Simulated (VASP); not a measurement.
# MgO in VASP: further runs, part 2 of 3

VASP 6.6.1. Earlier steps stand in the parts before.

## (3) Single point, PBE (shear xy strain -3.9%)

File INCAR:

```
PREC = Accurate
ENCUT = 520
EDIFF = 1E-6
ISMEAR = -1
SIGMA = 0.02
LREAL = F
LASPH = T
NELM = 100
ALGO = Normal
ISIF = 2
LWAVE = F
LCHARG = T
GGA = PE
LELF = T
LVHAR = T
NBANDS = 11
```

File KPOINTS:

```
Automatic mesh
0
Gamma
  10 10 10
```

File POSCAR:

```
MgO
1.0
   -0.0407820479      2.1021674168      2.1021674168
    2.1021674168     -0.0407820479      2.1021674168
    2.0613853690      2.0613853690      0.0000000000
Mg O
1 1
Direct
    0.0000000000      0.0000000000      0.0000000000
    0.5000000000      0.5000000000      0.5000000000
```

Potentials or basis: VASP PAW PBE potentials, release 64 (Mg, O).

Launch:

```
> cat potpaw_PBE.64/Mg/POTCAR potpaw_PBE.64/O/POTCAR > POTCAR
> mpirun -np 1 vasp_std > vasp.out
```

OUTCAR:

```text
PREC = Accurate
   ENCUT = 520
   EDIFF = 1E-6
   ISMEAR = -1
   LREAL = F
   LASPH = T
   NELM = 100
   ISIF = 2
   GGA = PE

 ion  position               nearest neighbor table
   1  0.000  0.000  0.000-   2 2.10   2 2.10   2 2.10   2 2.10   2 2.10   2 2.10
   2  0.500  0.500  0.500-   1 2.10   1 2.10   1 2.10   1 2.10   1 2.10   1 2.10

  LATTYP: Found a body centered orthorhombic cell.
 ALAT       =     2.9152391461
 B/A-ratio  =     1.0395676116
 C/A-ratio  =     1.4421920888

  Lattice vectors:

 A1 = (   0.0407820479,  -2.1021674168,  -2.1021674168)
 A2 = (  -0.0407820478,   2.1021674169,  -2.1021674168)
 A3 = (   2.1021674168,  -0.0407820479,   2.1021674168)

Analysis of symmetry for initial positions (statically):
=====================================================================
 Subroutine PRICEL returns:
 Original cell was already a primitive cell.

 Routine SETGRP: Setting up the symmetry group for a
 body centered orthorhombic supercell.

 Subroutine GETGRP returns: Found  8 space group operations
 (whereof  8 operations were pure point group operations)
 out of a pool of  8 trial point group operations.

The static configuration has the point symmetry D_2h.

Analysis of symmetry for dynamics (positions and initial velocities):
=====================================================================
 Subroutine PRICEL returns:
 Original cell was already a primitive cell.

 Routine SETGRP: Setting up the symmetry group for a
 body centered orthorhombic supercell.

 Subroutine GETGRP returns: Found  8 space group operations
 (whereof  8 operations were pure point group operations)
 out of a pool of  8 trial point group operations.

The dynamic configuration has the point symmetry D_2h.

 Subroutine INISYM returns: Found  8 space group operations
 (whereof  8 operations are pure point group operations),
 and found     1 'primitive' translations

----------------------------------------------------------------------------------------

                                     Primitive cell

  volume of cell :      18.5724

  direct lattice vectors                    reciprocal lattice vectors
    -0.040782048  2.102167417  2.102167417    -0.233323281  0.233323281  0.237849753
     2.102167417 -0.040782048  2.102167417     0.233323281 -0.233323281  0.237849753
     2.061385369  2.061385369  0.000000000     0.242555326  0.242555326 -0.237849753

  length of vectors
     2.973193380  2.973193380  2.915239146     0.406757928  0.406757928  0.417419066

  position of ions in fractional coordinates (direct lattice)
     0.000000000  0.000000000  0.000000000
     0.500000000  0.500000000  0.500000000

  ion indices of the primitive-cell ions
   primitive index   ion index
                 1           1
                 2           2

----------------------------------------------------------------------------------------

 KPOINTS: Automatic mesh

Automatic generation of k-mesh.
 Grid dimensions read from file:
 generate k-points for:   10   10   10

 Generating k-lattice:

  Cartesian coordinates                     Fractional coordinates (reciprocal lattice)
[... 39 lines left out ...]
  0.300000  0.300000  0.000000      2.000000
  0.400000  0.300000  0.000000      4.000000
 [... further k-points ...]
   k-points           NKPTS =    171   k-points in BZ     NKDIM =    171   number of bands    NBANDS=     11
   number of dos      NEDOS =    301   number of ions     NIONS =      2
   total plane-waves  NPLWV =  13824
   dimension x,y,z NGX =    24 NGY =   24 NGZ =   24
   dimension x,y,z NGXF=    48 NGYF=   48 NGZF=   48
   ions per type =               1   1
   NGX,Y,Z   is equivalent  to a cutoff of  13.42, 13.42, 13.69 a.u.
   NGXF,Y,Z  is equivalent  to a cutoff of  26.84, 26.84, 27.37 a.u.
 SYSTEM =  unknown system
   PREC   = accura    normal or accurate (medium, high low for compatibility)
   ISTART =      0    job   : 0-new  1-cont  2-samecut
   ICHARG =      2    charge: 1-file 2-atom 10-const
   ISPIN  =      1    spin polarized calculation?
   LNONCOLLINEAR =      F non collinear calculations
   LSORBIT =      F    spin-orbit coupling
   LASPH  =      T    aspherical Exc in radial PAW
   ENCUT  =  520.0 eV  38.22 Ry    6.18 a.u.   5.53  5.53  5.42*2*pi/ulx,y,z
   NELM   =    100;   NELMIN=  2; NELMDL= -5     # of ELM steps
   EDIFF  = 0.1E-05   stopping-criterion for ELM
   LREAL  =      F    real-space projection
   EDIFFG = 0.1E-04   stopping-criterion for IOM
   NSW    =      0    number of steps for IOM
   IBRION =     -1    ionic relax: 0-MD 1-quasi-New 2-CG
   NFREE  =      0    steps in history (QN), initial steepest desc. (CG)
   ISIF   =      2    stress and relaxation
   ISYM   =      2    0-nonsym 1-usesym 2-fastsym
   POTIM  = 0.5000    time-step for ionic-motion
   TEBEG  =    0.0;   TEEND  =   0.0 temperature during run
   PSTRESS=    0.0 pullay stress
   NELECT =       8.0000    total number of electrons
   NUPDOWN=      -1.0000    fix difference up-down
   EMIN   =  10.00;   EMAX   =-10.00  energy-range for DOS
   EFERMI =   0.00;   METHOD = LEGACY
   ISMEAR =    -1;   SIGMA  =   0.02  broadening in eV -4-tet -1-fermi 0-gaus
   EFERMI_NEDOS =   21; number of points for ismear=-14 and -15
   IALGO  =     38    algorithm
   IMIX   =      4    mixing-type and parameters
     AMIX     =   0.40;   BMIX     =  1.00
     AMIX_MAG =   1.60;   BMIX_MAG =  1.00
  volume/ion in A,a.u.               =       9.29        62.67
  Fermi-wavevector in a.u.,A,eV,Ry     =   1.236371  2.336402 20.798034  1.528612
  Thomas-Fermi vector in A             =   2.370982
   LORBIT       =      0    0 simple, 1 ext, 2 COOP (PROOUT), +10 PAW based schemes
   GGA     = PE    functional components
   LHFCALC =     F    Hartree Fock is set to
   AEXX    =    0.0000 exact exchange contribution
   IVDW    =     0    specifies the selected vdW correction
   LEPSILON=     F    determine dielectric tensor
   LRPA    =     F    only Hartree local field effects (RPA)
 non-spin polarized calculation
  energy-cutoff  :      520.00
  volume of cell :       18.57
 maximum number of plane-waves:       531
 NGX is ok and might be reduce to    24
   NGX = 11   NGY = 11   NGZ = 11

 number of electron       8.0000002 magnetization

 Free energy of the ion-electron system (eV)
  ---------------------------------------------------
  ext. energy  EPLUGINS =         0.00000000
  ---------------------------------------------------
  free energy    TOTEN  =       -11.88942460 eV

  energy without entropy =      -11.88942460  energy(sigma->0) =      -11.88942460

 E-fermi :   3.7327     XC(G=0): -11.1072

 val. band max:        3.3867555171   @ k =   0.0000   0.0000   0.0000
 cond. band min:       8.0002616527   @ k =   0.0000   0.0000   0.0000
 fundamental gap:      4.6135061356
 Fermi energy:         3.7326573856

 k-point     1 :       0.0000    0.0000    0.0000
  band No.  band energies     occupation
      1     -14.0585      2.00000
      2       3.0934      2.00000
      3       3.2305      2.00000
      4       3.3868      2.00000
      5       8.0003      0.00000
      6      18.5089      0.00000
      7      19.0884      0.00000
      8      19.6464      0.00000
      9      22.9688      0.00000
     10      24.7835      0.00000
     11      24.8097      0.00000
[... 309 lines left out ...]
 k-point    24 :       0.4000    0.3000    0.0000
  band No.  band energies     occupation
      1     -12.8120      2.00000
      2      -0.3802      2.00000
      3       1.7450      2.00000
      4       2.3670      2.00000
      5      12.8898      0.00000
      6      13.3712      0.00000
      7      16.9247      0.00000
      8      21.3009      0.00000
      9      21.9184      0.00000
     10      28.2868      0.00000
     11      30.2865      0.00000

 [... further k-points ...]

------------------------ aborting loop because EDIFF is reached ----------------------------------------

  FORCE on cell =-STRESS in cart. coord.  units (eV):
  Direction    XX          YY          ZZ          XY          YZ          ZX
  --------------------------------------------------------------------------------------
  -------------------------------------------------------------------------------------
  Total        0.5879637      0.5879637      0.5500140      0.6678066     -0.0000000     -0.0000000
  in kB       50.7215723     50.7215723     47.4477798     57.6093337     -0.0000000     -0.0000000
  external PRESSURE =      49.6303081 kB  Pullay stress =       0.0000000 kB

 VOLUME and BASIS-vectors are now :
 -----------------------------------------------------------------------------
  energy-cutoff  :      520.00
  volume of cell :       18.57
      direct lattice vectors                 reciprocal lattice vectors
    -0.040782048  2.102167417  2.102167417    -0.233323281  0.233323281  0.237849753
     2.102167417 -0.040782048  2.102167417     0.233323281 -0.233323281  0.237849753
     2.061385369  2.061385369  0.000000000     0.242555326  0.242555326 -0.237849753

 POSITION                                       TOTAL-FORCE (eV/Angst)
 -----------------------------------------------------------------------------------
      0.00000      0.00000      0.00000        -0.000000     -0.000000     -0.000000
      2.06139      2.06139      2.10217         0.000000      0.000000      0.000000
 -----------------------------------------------------------------------------------
    total drift:                               -0.000000     -0.000000      0.000000

  FREE ENERGIE OF THE ION-ELECTRON SYSTEM (eV)
  ---------------------------------------------------
  free  energy   TOTEN  =       -11.8894246041 eV

  energy  without entropy=      -11.8894246041  energy(sigma->0) =      -11.88942460
```

It took 59 s on 1 thread of AMD EPYC 7R13, shared host; peak memory 0.14 GiB.

What came out:

```
Free energy            : -11.8894 eV
Pressure               : 5.0 GPa
Band gap on the k mesh : 4.61 eV, direct
```

Caveat: the cell differs from its parent crystal (shear xy strain -3.9%).

(Continued in part 3 of 3.)
